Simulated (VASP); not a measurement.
# C (Fd-3m) in VASP: single point with r2SCAN

Aim: the single point of C with r2SCAN.

Everything below comes from runs of VASP 6.6.1. Logs are shortened: lines on timing, memory, paths and dates and some standing lists are left out, and cuts for length are marked.

**1. The cell of the first run**

The structure is cubic, space group Fd-3m (No. 227). The conventional cell has a = 3.554 Å, b = 3.554 Å, c = 3.554 Å, α = 90.00°, β = 90.00°, γ = 90.00°. C (site symmetry -43m) has 4 C at 1.54 Å within 2.1 Å.

**2. Single point, r2SCAN**

The input, POSCAR:

```
C
1.0
    0.0000000000      1.7768347122      1.7768347122
    1.7768347122      0.0000000000      1.7768347122
    1.7768347122      1.7768347122      0.0000000000
C
2
Direct
    0.5000000000      0.5000000000      0.5000000000
    0.7500000000      0.7500000000      0.7500000000
```

The input, INCAR.step1:

```
SYSTEM = C
ALGO = Normal
EDIFF = 1E-5
ENCUT = 660
GGA = PE
GGA_COMPAT = .FALSE.
ISMEAR = 0
LASPH = .TRUE.
LCHARG = .FALSE.
LREAL = .FALSE.
LWAVE = .TRUE.
NBANDS = 11
NELM = 120
PREC = Accurate
SIGMA = 0.02
```

The input, INCAR.step2:

```
SYSTEM = C
ALGO = Normal
EDIFF = 1E-6
ENCUT = 660
GGA_COMPAT = .FALSE.
ISIF = 2
ISMEAR = 0
ISTART = 1
LASPH = .TRUE.
LCHARG = .FALSE.
LMIXTAU = .TRUE.
LREAL = .FALSE.
LWAVE = .FALSE.
METAGGA = R2SCAN
NBANDS = 11
NELM = 120
PREC = Accurate
SIGMA = 0.02
```

The input, KPOINTS:

```
k-points
0
G
  12 12 12
  0 0 0
```

Potentials or basis: VASP PAW PBE potentials, release 64 (C).

Launch:

```sh
> cat potpaw_PBE.64/C/POTCAR > POTCAR
> cp INCAR.step1 INCAR
> mpirun -np 1 vasp_std > vasp.out
> cp INCAR.step2 INCAR
> mpirun -np 1 vasp_std > vasp.out
```

OUTCAR:

```text
SYSTEM = C
   EDIFF = 1E-6
   ENCUT = 660
   ISIF = 2
   ISMEAR = 0
   ISTART = 1
   LASPH = .TRUE.
   LREAL = .FALSE.
   METAGGA = R2SCAN
   NELM = 120
   PREC = Accurate

 ion  position               nearest neighbor table
   1  0.500  0.500  0.500-   2 1.54   2 1.54   2 1.54   2 1.54
   2  0.750  0.750  0.750-   1 1.54   1 1.54   1 1.54   1 1.54

  LATTYP: Found a face centered cubic cell.
 ALAT       =     3.5536694244

  Lattice vectors:

 A1 = (   0.0000000000,   1.7768347122,   1.7768347122)
 A2 = (   1.7768347122,   0.0000000000,   1.7768347122)
 A3 = (   1.7768347122,   1.7768347122,   0.0000000000)

Analysis of symmetry for initial positions (statically):
=====================================================================
 Subroutine PRICEL returns:
 Original cell was already a primitive cell.

 Routine SETGRP: Setting up the symmetry group for a
 face centered cubic supercell.

 Subroutine GETGRP returns: Found 48 space group operations
 (whereof 24 operations were pure point group operations)
 out of a pool of 48 trial point group operations.

The static configuration has the point symmetry T_d .
 The point group associated with its full space group is O_h .

Analysis of symmetry for dynamics (positions and initial velocities):
=====================================================================
 Subroutine PRICEL returns:
 Original cell was already a primitive cell.

 Routine SETGRP: Setting up the symmetry group for a
 face centered cubic supercell.

 Subroutine GETGRP returns: Found 48 space group operations
 (whereof 24 operations were pure point group operations)
 out of a pool of 48 trial point group operations.

The dynamic configuration has the point symmetry T_d .
 The point group associated with its full space group is O_h .

 Subroutine INISYM returns: Found 48 space group operations
 (whereof 24 operations are pure point group operations),
 and found     1 'primitive' translations

----------------------------------------------------------------------------------------

                                     Primitive cell

  volume of cell :      11.2194

  direct lattice vectors                    reciprocal lattice vectors
     0.000000000  1.776834712  1.776834712    -0.281399275  0.281399275  0.281399275
     1.776834712  0.000000000  1.776834712     0.281399275 -0.281399275  0.281399275
     1.776834712  1.776834712  0.000000000     0.281399275  0.281399275 -0.281399275

  length of vectors
     2.512823748  2.512823748  2.512823748     0.487397842  0.487397842  0.487397842

  position of ions in fractional coordinates (direct lattice)
     0.500000000  0.500000000  0.500000000
     0.750000000  0.750000000  0.750000000

  ion indices of the primitive-cell ions
   primitive index   ion index
                 1           1
                 2           2

----------------------------------------------------------------------------------------

 KPOINTS: k-points

Automatic generation of k-mesh.
 Grid dimensions read from file:
 generate k-points for:   12   12   12

 Generating k-lattice:

  Cartesian coordinates                     Fractional coordinates (reciprocal lattice)
    -0.023449940  0.023449940  0.023449940     0.083333333  0.000000000  0.000000000
     0.023449940 -0.023449940  0.023449940     0.000000000  0.083333333  0.000000000
     0.023449940  0.023449940 -0.023449940     0.000000000  0.000000000  0.083333333

  Length of vectors
     0.040616487  0.040616487  0.040616487

  Shift w.r.t. Gamma in fractional coordinates (k-lattice)
     0.000000000  0.000000000  0.000000000

 Subroutine IBZKPT returns following result:
 ===========================================

 Found     72 irreducible k-points:

 Following reciprocal coordinates:
            Coordinates               Weight
  0.000000  0.000000  0.000000      1.000000
  0.083333  0.000000  0.000000      8.000000
  0.166667  0.000000  0.000000      8.000000
  0.250000  0.000000  0.000000      8.000000
  0.333333  0.000000  0.000000      8.000000
  0.416667  0.000000  0.000000      8.000000
[... 16 lines left out ...]
  0.500000  0.166667  0.000000     24.000000
 -0.416667  0.166667  0.000000     24.000000
 [... further k-points ...]
   k-points           NKPTS =     72   k-points in BZ     NKDIM =     72   number of bands    NBANDS=     11
   number of dos      NEDOS =    301   number of ions     NIONS =      2
   total plane-waves  NPLWV =  13824
   dimension x,y,z NGX =    24 NGY =   24 NGZ =   24
   dimension x,y,z NGXF=    48 NGYF=   48 NGZF=   48
   ions per type =               2
   NGX,Y,Z   is equivalent  to a cutoff of  15.88, 15.88, 15.88 a.u.
   NGXF,Y,Z  is equivalent  to a cutoff of  31.76, 31.76, 31.76 a.u.
 SYSTEM =  C
   PREC   = accura    normal or accurate (medium, high low for compatibility)
   ISTART =      1    job   : 0-new  1-cont  2-samecut
   ICHARG =      0    charge: 1-file 2-atom 10-const
   ISPIN  =      1    spin polarized calculation?
   LNONCOLLINEAR =      F non collinear calculations
   LSORBIT =      F    spin-orbit coupling
   LASPH  =      T    aspherical Exc in radial PAW
   ENCUT  =  660.0 eV  48.51 Ry    6.96 a.u.   5.26  5.26  5.26*2*pi/ulx,y,z
   NELM   =    120;   NELMIN=  2; NELMDL=  0     # of ELM steps
   EDIFF  = 0.1E-05   stopping-criterion for ELM
   LREAL  =      F    real-space projection
   EDIFFG = 0.1E-04   stopping-criterion for IOM
   NSW    =      0    number of steps for IOM
   IBRION =     -1    ionic relax: 0-MD 1-quasi-New 2-CG
   NFREE  =      0    steps in history (QN), initial steepest desc. (CG)
   ISIF   =      2    stress and relaxation
   ISYM   =      2    0-nonsym 1-usesym 2-fastsym
   POTIM  = 0.5000    time-step for ionic-motion
   TEBEG  =    0.0;   TEEND  =   0.0 temperature during run
   PSTRESS=    0.0 pullay stress
   NELECT =       8.0000    total number of electrons
   NUPDOWN=      -1.0000    fix difference up-down
   EMIN   =  10.00;   EMAX   =-10.00  energy-range for DOS
   EFERMI =   0.00;   METHOD = LEGACY
   ISMEAR =     0;   SIGMA  =   0.02  broadening in eV -4-tet -1-fermi 0-gaus
   EFERMI_NEDOS =   21; number of points for ismear=-14 and -15
   IALGO  =     38    algorithm
   IMIX   =      4    mixing-type and parameters
     AMIX     =   0.40;   BMIX     =  1.00
     AMIX_MAG =   1.60;   BMIX_MAG =  1.00
  volume/ion in A,a.u.               =       5.61        37.86
  Fermi-wavevector in a.u.,A,eV,Ry     =   1.462563  2.763843 29.104078  2.139089
  Thomas-Fermi vector in A             =   2.578761
   LORBIT       =      0    0 simple, 1 ext, 2 COOP (PROOUT), +10 PAW based schemes
   METAGGA = R2SCAN    functional components
   LHFCALC =     F    Hartree Fock is set to
   AEXX    =    0.0000 exact exchange contribution
   IVDW    =     0    specifies the selected vdW correction
   LEPSILON=     F    determine dielectric tensor
   LRPA    =     F    only Hartree local field effects (RPA)
 non-spin polarized calculation
 Gauss-broadening in eV      SIGMA  =   0.02
  energy-cutoff  :      660.00
  volume of cell :       11.22
 maximum number of plane-waves:       448
 NGX is ok and might be reduce to    24
   NGX = 11   NGY = 11   NGZ = 11

 number of electron       8.0000000 magnetization

 Free energy of the ion-electron system (eV)
  ---------------------------------------------------
  ext. energy  EPLUGINS =         0.00000000
  ---------------------------------------------------
  free energy    TOTEN  =       -19.66835899 eV

  energy without entropy =      -19.66835899  energy(sigma->0) =      -19.66835899

 E-fermi :  10.0370     XC(G=0): -14.3174

 val. band max:        9.8703973104   @ k =   0.0000   0.0000   0.0000
 cond. band min:      14.2402784562   @ k =   0.3333   0.3333   0.0000
 fundamental gap:      4.3698811458
 Fermi energy:        10.0369981332

 k-point     1 :       0.0000    0.0000    0.0000
  band No.  band energies     occupation
      1     -12.9761      2.00000
      2       9.8704      2.00000
      3       9.8704      2.00000
      4       9.8704      2.00000
      5      15.7367      0.00000
      6      15.7367      0.00000
      7      15.7367      0.00000
      8      23.9523      0.00000
      9      30.4212      0.00000
     10      37.3827      0.00000
     11      37.3827      0.00000

 k-point     2 :       0.0833    0.0000    0.0000
  band No.  band energies     occupation
      1     -12.7740      2.00000
      2       8.5423      2.00000
      3       9.5211      2.00000
      4       9.5211      2.00000
      5      16.1945      0.00000
      6      16.1945      0.00000
      7      16.5182      0.00000
      8      24.1477      0.00000
      9      30.7662      0.00000
     10      35.3141      0.00000
     11      35.3141      0.00000

 k-point     3 :       0.1667    0.0000    0.0000
  band No.  band energies     occupation
      1     -12.1697      2.00000
      2       5.8297      2.00000
      3       8.7665      2.00000
      4       8.7665      2.00000
      5      17.1850      0.00000
      6      17.1850      0.00000
      7      17.6838      0.00000
      8      24.7088      0.00000
      9      31.4853      0.00000
     10      33.6619      0.00000
     11      33.6619      0.00000

 k-point     4 :       0.2500    0.0000    0.0000
  band No.  band energies     occupation
      1     -11.1728      2.00000
      2       2.8110      2.00000
      3       7.9911      2.00000
      4       7.9911      2.00000
      5      18.1015      0.00000
      6      18.1015      0.00000
      7      18.4613      0.00000
      8      25.4864      0.00000
      9      31.9229      0.00000
     10      33.2571      0.00000
     11      33.2571      0.00000
[... 239 lines left out ...]
 k-point    22 :       0.4167    0.1667    0.0000
  band No.  band energies     occupation
      1      -8.5930      2.00000
      2      -0.5679      2.00000
      3       5.2823      2.00000
      4       5.5272      2.00000
      5      16.9118      0.00000
      6      21.5448      0.00000
      7      21.6450      0.00000
      8      23.3522      0.00000
      9      32.3328      0.00000
     10      33.7583      0.00000
     11      38.6718      0.00000

 k-point    23 :       0.5000    0.1667    0.0000
  band No.  band energies     occupation
      1      -6.9526      2.00000
      2      -2.9098      2.00000
      3       4.5201      2.00000
      4       5.6201      2.00000
      5      17.3591      0.00000
      6      21.2387      0.00000
      7      21.7563      0.00000
      8      25.1079      0.00000
      9      31.3273      0.00000
     10      35.2719      0.00000
     11      37.8783      0.00000

 k-point    24 :      -0.4167    0.1667    0.0000
  band No.  band energies     occupation
      1      -6.5193      2.00000
      2      -3.4347      2.00000
      3       4.0048      2.00000
      4       6.0231      2.00000
      5      17.8242      0.00000
      6      20.7067      0.00000
      7      21.7325      0.00000
      8      26.3925      0.00000
      9      30.5615      0.00000
     10      35.2685      0.00000
     11      36.0834      0.00000

 [... further k-points ...]
[... 5 lines left out ...]
  --------------------------------------------------------------------------------------
  -------------------------------------------------------------------------------------
  Total        0.1881002      0.1881002      0.1881002      0.0000000      0.0000000     -0.0000000
  in kB       26.8614136     26.8614136     26.8614136      0.0000000      0.0000000     -0.0000000
  external PRESSURE =      26.8614136 kB  Pullay stress =       0.0000000 kB

 VOLUME and BASIS-vectors are now :
 -----------------------------------------------------------------------------
  energy-cutoff  :      660.00
  volume of cell :       11.22
      direct lattice vectors                 reciprocal lattice vectors
     0.000000000  1.776834712  1.776834712    -0.281399275  0.281399275  0.281399275
     1.776834712  0.000000000  1.776834712     0.281399275 -0.281399275  0.281399275
     1.776834712  1.776834712  0.000000000     0.281399275  0.281399275 -0.281399275

 POSITION                                       TOTAL-FORCE (eV/Angst)
 -----------------------------------------------------------------------------------
      1.77683      1.77683      1.77683        -0.000000     -0.000000      0.000000
      2.66525      2.66525      2.66525         0.000000      0.000000     -0.000000
 -----------------------------------------------------------------------------------
    total drift:                                0.000000      0.000000      0.000000

  FREE ENERGIE OF THE ION-ELECTRON SYSTEM (eV)
  ---------------------------------------------------
  free  energy   TOTEN  =       -19.6683589867 eV

  energy  without entropy=      -19.6683589867  energy(sigma->0) =      -19.66835899
```

Wall time 17 s (1 thread of Intel Xeon 6975P-C (Granite Rapids), shared host); peak memory 0.13 GiB.

Results:

```
Free energy            : -19.6684 eV
Pressure               : 2.7 GPa
Band gap on the k mesh : 4.37 eV, indirect (least direct gap 5.87 eV)
```

Caveat: the PAW data sets were made with another functional, which shifts forces and pressure a little.
